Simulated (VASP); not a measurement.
# Ag (Fd-3m) in VASP: notebook

Ag is run at these levels: PBEsol; tasks: single point.

All numbers are computed with VASP 6.6.1; they aren't measurements. Logs are shortened: lines on timing, memory, paths and dates and some standing lists are left out, and cuts for length are marked.

### Step 1. The cell of the first run

The structure is cubic, space group Fd-3m (No. 227). Conventional cell: a = 5.361 Å, b = 5.361 Å, c = 5.361 Å, α = 90.00°, β = 90.00°, γ = 90.00°. Within 3.1 Å of Ag (site symmetry -43m) lie 4 Ag at 2.32 Å.

### Step 2. Single point, PBEsol (volume scaled by 0.7)

INCAR

```
  PREC = Accurate
  ENCUT = 520
  EDIFF = 1E-7
  ISMEAR = -1
  SIGMA = 0.08
  LREAL = F
  LASPH = T
  NELM = 100
  ALGO = Normal
  ISIF = 2
  LWAVE = F
  LCHARG = F
  GGA = PS
  NBANDS = 18
```

KPOINTS

```
Automatic mesh
0
Gamma
  13 13 13
```

POSCAR

```
Ag
1.0
    0.0000000000      2.6805703855      2.6805703855
    2.6805703855      0.0000000000      2.6805703855
    2.6805703855      2.6805703855      0.0000000000
Ag
2
Direct
   -0.1250000000     -0.1250000000     -0.1250000000
    0.1250000000      0.1250000000      0.1250000000
```

Potentials or basis: VASP PAW PBE potentials, release 64 (Ag).

On the command line:

```
$ cat potpaw_PBE.64/Ag/POTCAR > POTCAR
$ mpirun -np 1 vasp_std > vasp.out
```

OUTCAR:

```text
PREC = Accurate
   ENCUT = 520
   EDIFF = 1E-7
   ISMEAR = -1
   LREAL = F
   LASPH = T
   NELM = 100
   ISIF = 2
   GGA = PS

 ion  position               nearest neighbor table
   1  0.875  0.875  0.875-   2 2.32   2 2.32   2 2.32   2 2.32
   2  0.125  0.125  0.125-   1 2.32   1 2.32   1 2.32   1 2.32

  LATTYP: Found a face centered cubic cell.
 ALAT       =     5.3611407710

  Lattice vectors:

 A1 = (   0.0000000000,   2.6805703855,   2.6805703855)
 A2 = (   2.6805703855,   0.0000000000,   2.6805703855)
 A3 = (   2.6805703855,   2.6805703855,   0.0000000000)

Analysis of symmetry for initial positions (statically):
=====================================================================
 Subroutine PRICEL returns:
 Original cell was already a primitive cell.

 Routine SETGRP: Setting up the symmetry group for a
 face centered cubic supercell.

 Subroutine GETGRP returns: Found 48 space group operations
 (whereof 12 operations were pure point group operations)
 out of a pool of 48 trial point group operations.

The static configuration has the point symmetry D_3d.
 The point group associated with its full space group is O_h .

Analysis of symmetry for dynamics (positions and initial velocities):
=====================================================================
 Subroutine PRICEL returns:
 Original cell was already a primitive cell.

 Routine SETGRP: Setting up the symmetry group for a
 face centered cubic supercell.

 Subroutine GETGRP returns: Found 48 space group operations
 (whereof 12 operations were pure point group operations)
 out of a pool of 48 trial point group operations.

The dynamic configuration has the point symmetry D_3d.
 The point group associated with its full space group is O_h .

 Subroutine INISYM returns: Found 48 space group operations
 (whereof 12 operations are pure point group operations),
 and found     1 'primitive' translations

----------------------------------------------------------------------------------------

                                     Primitive cell

  volume of cell :      38.5222

  direct lattice vectors                    reciprocal lattice vectors
     0.000000000  2.680570385  2.680570385    -0.186527465  0.186527465  0.186527465
     2.680570385  0.000000000  2.680570385     0.186527465 -0.186527465  0.186527465
     2.680570385  2.680570385  0.000000000     0.186527465  0.186527465 -0.186527465

  length of vectors
     3.790898994  3.790898994  3.790898994     0.323075047  0.323075047  0.323075047

  position of ions in fractional coordinates (direct lattice)
     0.875000000  0.875000000  0.875000000
     0.125000000  0.125000000  0.125000000

  ion indices of the primitive-cell ions
   primitive index   ion index
                 1           1
                 2           2

----------------------------------------------------------------------------------------

 KPOINTS: Automatic mesh

Automatic generation of k-mesh.
 Grid dimensions read from file:
 generate k-points for:   13   13   13

 Generating k-lattice:

  Cartesian coordinates                     Fractional coordinates (reciprocal lattice)
    -0.014348267  0.014348267  0.014348267     0.076923077  0.000000000  0.000000000
     0.014348267 -0.014348267  0.014348267     0.000000000  0.076923077  0.000000000
     0.014348267  0.014348267 -0.014348267     0.000000000  0.000000000  0.076923077

  Length of vectors
     0.024851927  0.024851927  0.024851927

  Shift w.r.t. Gamma in fractional coordinates (k-lattice)
     0.000000000  0.000000000  0.000000000

 Subroutine IBZKPT returns following result:
 ===========================================

 Found     84 irreducible k-points:

 Following reciprocal coordinates:
            Coordinates               Weight
  0.000000  0.000000  0.000000      1.000000
  0.076923  0.000000  0.000000      8.000000
  0.153846  0.000000  0.000000      8.000000
  0.230769  0.000000  0.000000      8.000000
  0.307692  0.000000  0.000000      8.000000
  0.384615  0.000000  0.000000      8.000000
[... 16 lines left out ...]
  0.384615  0.153846  0.000000     24.000000
  0.461538  0.153846  0.000000     24.000000
 [... further k-points ...]
   k-points           NKPTS =     84   k-points in BZ     NKDIM =     84   number of bands    NBANDS=     18
   number of dos      NEDOS =    301   number of ions     NIONS =      2
   total plane-waves  NPLWV =  21952
   dimension x,y,z NGX =    28 NGY =   28 NGZ =   28
   dimension x,y,z NGXF=    56 NGYF=   56 NGZF=   56
   ions per type =               2
   NGX,Y,Z   is equivalent  to a cutoff of  12.28, 12.28, 12.28 a.u.
   NGXF,Y,Z  is equivalent  to a cutoff of  24.56, 24.56, 24.56 a.u.
 SYSTEM =  unknown system
   PREC   = accura    normal or accurate (medium, high low for compatibility)
   ISTART =      0    job   : 0-new  1-cont  2-samecut
   ICHARG =      2    charge: 1-file 2-atom 10-const
   ISPIN  =      1    spin polarized calculation?
   LNONCOLLINEAR =      F non collinear calculations
   LSORBIT =      F    spin-orbit coupling
   LASPH  =      T    aspherical Exc in radial PAW
   ENCUT  =  520.0 eV  38.22 Ry    6.18 a.u.   7.05  7.05  7.05*2*pi/ulx,y,z
   NELM   =    100;   NELMIN=  2; NELMDL= -5     # of ELM steps
   EDIFF  = 0.1E-06   stopping-criterion for ELM
   LREAL  =      F    real-space projection
   EDIFFG = 0.1E-05   stopping-criterion for IOM
   NSW    =      0    number of steps for IOM
   IBRION =     -1    ionic relax: 0-MD 1-quasi-New 2-CG
   NFREE  =      0    steps in history (QN), initial steepest desc. (CG)
   ISIF   =      2    stress and relaxation
   ISYM   =      2    0-nonsym 1-usesym 2-fastsym
   POTIM  = 0.5000    time-step for ionic-motion
   TEBEG  =    0.0;   TEEND  =   0.0 temperature during run
   PSTRESS=    0.0 pullay stress
   NELECT =      22.0000    total number of electrons
   NUPDOWN=      -1.0000    fix difference up-down
   EMIN   =  10.00;   EMAX   =-10.00  energy-range for DOS
   EFERMI =   0.00;   METHOD = LEGACY
   ISMEAR =    -1;   SIGMA  =   0.08  broadening in eV -4-tet -1-fermi 0-gaus
   EFERMI_NEDOS =   21; number of points for ismear=-14 and -15
   IALGO  =     38    algorithm
   IMIX   =      4    mixing-type and parameters
     AMIX     =   0.40;   BMIX     =  1.00
     AMIX_MAG =   1.60;   BMIX_MAG =  1.00
  volume/ion in A,a.u.               =      19.26       129.98
  Fermi-wavevector in a.u.,A,eV,Ry     =   1.358246  2.566713 25.100475  1.844833
  Thomas-Fermi vector in A             =   2.485096
   LORBIT       =      0    0 simple, 1 ext, 2 COOP (PROOUT), +10 PAW based schemes
   GGA     = PS    functional components
   LHFCALC =     F    Hartree Fock is set to
   AEXX    =    0.0000 exact exchange contribution
   IVDW    =     0    specifies the selected vdW correction
   LEPSILON=     F    determine dielectric tensor
   LRPA    =     F    only Hartree local field effects (RPA)
 non-spin polarized calculation
  energy-cutoff  :      520.00
  volume of cell :       38.52
 maximum number of plane-waves:      1048
   NGX = 15   NGY = 15   NGZ = 15

 number of electron      22.0000009 magnetization

 Free energy of the ion-electron system (eV)
  ---------------------------------------------------
  ext. energy  EPLUGINS =         0.00000000
  ---------------------------------------------------
  free energy    TOTEN  =        -3.26718727 eV

  energy without entropy =       -3.25289467  energy(sigma->0) =       -3.26004097

 E-fermi :   6.8516     XC(G=0): -11.3951

 val. band max:        6.8453053679   @ k =  -0.3077   0.3846   0.1538
 cond. band min:       6.8835408622   @ k =  -0.3846   0.3846   0.0769
 fundamental gap:      0.0382354942
 Fermi energy:         6.8515958594

 k-point     1 :       0.0000    0.0000    0.0000
  band No.  band energies     occupation
      1      -0.2104      2.00000
      2       0.4213      2.00000
      3       0.4213      2.00000
      4       0.5933      2.00000
      5       0.5933      2.00000
      6       0.5933      2.00000
[... 10 lines left out ...]
     17      19.0554      0.00000
     18      19.1597      0.00000

 k-point     2 :       0.0769    0.0000    0.0000
  band No.  band energies     occupation
      1      -0.1102      2.00000
      2       0.3366      2.00000
      3       0.3366      2.00000
      4       0.5962      2.00000
      5       0.7050      2.00000
      6       0.7050      2.00000
[... 10 lines left out ...]
     17      19.8503      0.00000
     18      19.8503      0.00000

 k-point     3 :       0.1538    0.0000    0.0000
  band No.  band energies     occupation
      1       0.1561      2.00000
      2       0.2468      2.00000
      3       0.2468      2.00000
      4       0.6277      2.00000
      5       0.8605      2.00000
      6       0.8605      2.00000
[... 10 lines left out ...]
     17      20.6208      0.00000
     18      20.6209      0.00000

 k-point     4 :       0.2308    0.0000    0.0000
  band No.  band energies     occupation
      1       0.2120      2.00000
      2       0.2120      2.00000
      3       0.3974      2.00000
      4       0.8225      2.00000
      5       0.9593      2.00000
      6       0.9593      2.00000
[... 10 lines left out ...]
     17      20.1718      0.00000
     18      20.4358      0.00000

 k-point     5 :       0.3077    0.0000    0.0000
  band No.  band energies     occupation
      1       0.2381      2.00000
      2       0.2381      2.00000
      3       0.4687      2.00000
      4       0.9595      2.00000
      5       0.9595      2.00000
      6       1.1520      2.00000
[... 10 lines left out ...]
     17      19.7836      0.00000
     18      20.5691      0.00000

 k-point     6 :       0.3846    0.0000    0.0000
  band No.  band energies     occupation
      1       0.3156      2.00000
      2       0.3156      2.00000
      3       0.5030      2.00000
      4       0.8721      2.00000
      5       0.8721      2.00000
      6       1.2863      2.00000
[... 10 lines left out ...]
     17      19.5087      0.00000
     18      20.5980      0.00000

 k-point     7 :       0.4615    0.0000    0.0000
  band No.  band energies     occupation
      1       0.4075      2.00000
      2       0.4075      2.00000
      3       0.5269      2.00000
      4       0.7639      2.00000
      5       0.7639      2.00000
      6       1.2838      2.00000
[... 10 lines left out ...]
     17      19.3679      0.00000
     18      20.5961      0.00000

 k-point     8 :       0.0769    0.0769    0.0000
  band No.  band energies     occupation
      1      -0.0749      2.00000
      2       0.2307      2.00000
      3       0.4730      2.00000
      4       0.5877      2.00000
      5       0.5877      2.00000
      6       0.8210      2.00000
[... 10 lines left out ...]
     17      20.5537      0.00000
     18      20.6261      0.00000
[... 229 lines left out ...]
     17      19.3283      0.00000
     18      20.4580      0.00000

 k-point    20 :       0.1538    0.1538    0.0000
  band No.  band energies     occupation
      1       0.0233      2.00000
      2       0.3206      2.00000
      3       0.5690      2.00000
      4       0.5690      2.00000
      5       0.6256      2.00000
      6       1.1412      2.00000
[... 10 lines left out ...]
     17      21.6735      0.00000
     18      21.6735      0.00000

 k-point    21 :       0.2308    0.1538    0.0000
  band No.  band energies     occupation
      1      -0.0446      2.00000
      2       0.4863      2.00000
      3       0.5159      2.00000
      4       0.7255      2.00000
      5       0.7689      2.00000
      6       1.3007      2.00000
[... 10 lines left out ...]
     17      21.6367      0.00000
     18      22.0121      0.00000

 k-point    22 :       0.3077    0.1538    0.0000
  band No.  band energies     occupation
      1      -0.0645      2.00000
      2       0.4572      2.00000
      3       0.4899      2.00000
      4       0.8655      2.00000
      5       1.1425      2.00000
      6       1.4023      2.00000
[... 10 lines left out ...]
     17      21.4460      0.00000
     18      21.9944      0.00000

 k-point    23 :       0.3846    0.1538    0.0000
  band No.  band energies     occupation
      1      -0.0456      2.00000
      2       0.4352      2.00000
      3       0.4735      2.00000
      4       0.9161      2.00000
      5       1.3646      2.00000
      6       1.4073      2.00000
[... 10 lines left out ...]
     17      21.3326      0.00000
     18      21.6773      0.00000

 k-point    24 :       0.4615    0.1538    0.0000
  band No.  band energies     occupation
      1      -0.0119      2.00000
      2       0.4187      2.00000
      3       0.4629      2.00000
      4       0.9813      2.00000
      5       1.2865      2.00000
      6       1.4175      2.00000
[... 10 lines left out ...]
     17      21.2569      0.00000
     18      21.7888      0.00000

 [... further k-points ...]
[... 5 lines left out ...]
  --------------------------------------------------------------------------------------
  -------------------------------------------------------------------------------------
  Total        9.4689732      9.4689732      9.4689732     -0.0000000     -0.0000000      0.0000000
  in kB      393.8236825    393.8236825    393.8236825     -0.0000000     -0.0000000      0.0000000
  external PRESSURE =     393.8236825 kB  Pullay stress =       0.0000000 kB

 VOLUME and BASIS-vectors are now :
 -----------------------------------------------------------------------------
  energy-cutoff  :      520.00
  volume of cell :       38.52
      direct lattice vectors                 reciprocal lattice vectors
     0.000000000  2.680570385  2.680570385    -0.186527465  0.186527465  0.186527465
     2.680570385  0.000000000  2.680570385     0.186527465 -0.186527465  0.186527465
     2.680570385  2.680570385  0.000000000     0.186527465  0.186527465 -0.186527465

 POSITION                                       TOTAL-FORCE (eV/Angst)
 -----------------------------------------------------------------------------------
      4.69100      4.69100      4.69100         0.000000     -0.000000     -0.000000
      0.67014      0.67014      0.67014        -0.000000      0.000000      0.000000
 -----------------------------------------------------------------------------------
    total drift:                                0.000000     -0.000000     -0.000000

  FREE ENERGIE OF THE ION-ELECTRON SYSTEM (eV)
  ---------------------------------------------------
  free  energy   TOTEN  =        -3.2671872653 eV

  energy  without entropy=       -3.2528946702  energy(sigma->0) =       -3.26004097
```

It took 70 s on 1 thread of Intel Xeon 8259CL, shared host; peak memory 0.19 GiB.

Results:

```
Free energy            : -3.2672 eV
Pressure               : 39.4 GPa
Band gap on the k mesh : zero (band 11 reaches 7.54 eV, above the bottom of band 12 at 6.47 eV)
```

Levels at points of the mesh, in eV from the Fermi level:
```tsv
k point	band 7	band 8	band 9	band 10	band 11	band 12	band 13	band 14	band 15	band 16
(0.00, 0.00, 0.00)	-3.92	-3.92	-3.92	-2.56	-2.56	11.82	11.82	11.82	12.20	12.20
```

Caveat: the PAW data sets were made with another functional, which shifts forces and pressure a little.

### Step 3. Single point, PBEsol (volume scaled by 0.8)

INCAR

```
PREC = Accurate
ENCUT = 520
EDIFF = 1E-7
ISMEAR = -1
SIGMA = 0.08
LREAL = F
LASPH = T
NELM = 60
ALGO = Normal
ISIF = 2
LWAVE = F
LCHARG = T
GGA = PS
LELF = T
LVHAR = T
NBANDS = 18
```

KPOINTS is that of step 2.

POSCAR

```
Ag
1.0
    0.0000000000      2.8025790051      2.8025790051
    2.8025790051      0.0000000000      2.8025790051
    2.8025790051      2.8025790051      0.0000000000
Ag
2
Direct
   -0.1250000000     -0.1250000000     -0.1250000000
    0.1250000000      0.1250000000      0.1250000000
```

Potentials or basis: VASP PAW PBE potentials, release 64 (Ag).

On the command line:

```
$ cat potpaw_PBE.64/Ag/POTCAR > POTCAR
$ mpirun -np 1 vasp_std > vasp.out
```

Wall time 89 s (1 thread of Intel Xeon 8259CL, shared host); peak memory 0.2 GiB.

It converged, with:

- Free energy: -4.1964 eV
- Pressure: 17.1 GPa
- Band gap on the k mesh: zero (band 11 reaches 5.79 eV, above the bottom of band 12 at 4.73 eV)

Levels at points of the mesh, in eV from the Fermi level:
| k point | band 7 | band 8 | band 9 | band 10 | band 11 | band 12 | band 13 | band 14 | band 15 | band 16 |
| --- | --- | --- | --- | --- | --- | --- | --- | --- | --- | --- |
| (0.00, 0.00, 0.00) | -3.60 | -3.60 | -3.60 | -2.54 | -2.54 | 10.75 | 10.75 | 10.75 | 11.20 | 11.20 |

Caveat: the PAW data sets were made with another functional, which shifts forces and pressure a little.

### Step 4. Single point, PBEsol (volume scaled by 0.9)

INCAR

```
PREC = Accurate
ENCUT = 520
EDIFF = 1E-6
ISMEAR = -1
SIGMA = 0.08
LREAL = False
LASPH = True
NELM = 80
ALGO = Normal
ISIF = 2
LWAVE = False
LCHARG = True
GGA = PS
LELF = True
LVHAR = True
NBANDS = 18
```

KPOINTS is that of step 3.

POSCAR

```
Ag
1.0
    0.0000000000      2.9147996256      2.9147996256
    2.9147996256      0.0000000000      2.9147996256
    2.9147996256      2.9147996256      0.0000000000
Ag
2
Direct
   -0.1250000000     -0.1250000000     -0.1250000000
    0.1250000000      0.1250000000      0.1250000000
```

On the command line:

```
$ cat potpaw_PBE.64/Ag/POTCAR > POTCAR
$ mpirun -np 1 vasp_std > vasp.out
```

It took 60 s on 1 thread of Intel Xeon 8259CL, shared host; peak memory 0.21 GiB.

It converged, with:

```
Free energy            : -4.5696 eV
Pressure               : 5.7 GPa
Band gap on the k mesh : zero (band 11 reaches 4.45 eV, above the bottom of band 12 at 3.45 eV)
```

Levels at points of the mesh, in eV from the Fermi level:
```
           k point  band 8  band 9  band 10  band 11  band 12  band 13  band 14  band 15
(0.00, 0.00, 0.00)   -3.37   -3.37    -2.53    -2.53     9.84     9.84     9.84    10.40
```

Caveat: the PAW data sets were made with another functional, which shifts forces and pressure a little.

### Step 5. Overview

```tsv
cell	gap on the mesh (eV)	pressure (GPa)
a = 3.791 Å, angles 60.0°, 2 atoms	none	39.4
a = 3.963 Å, angles 60.0°, 2 atoms	none	17.1
a = 4.122 Å, angles 60.0°, 2 atoms	none	5.7
```

Alike in all rows: task single point; level PBEsol; potentials or basis VASP PAW PBE potentials, release 64 (Ag); no spin polarisation; k mesh 13 × 13 × 13; cutoff (eV) 520; smearing fermi-dirac 0.08 eV.

Caveats: the PAW data sets were made with another functional, which shifts forces and pressure a little.

Absolute energies hang on the potentials; compare differences alone.
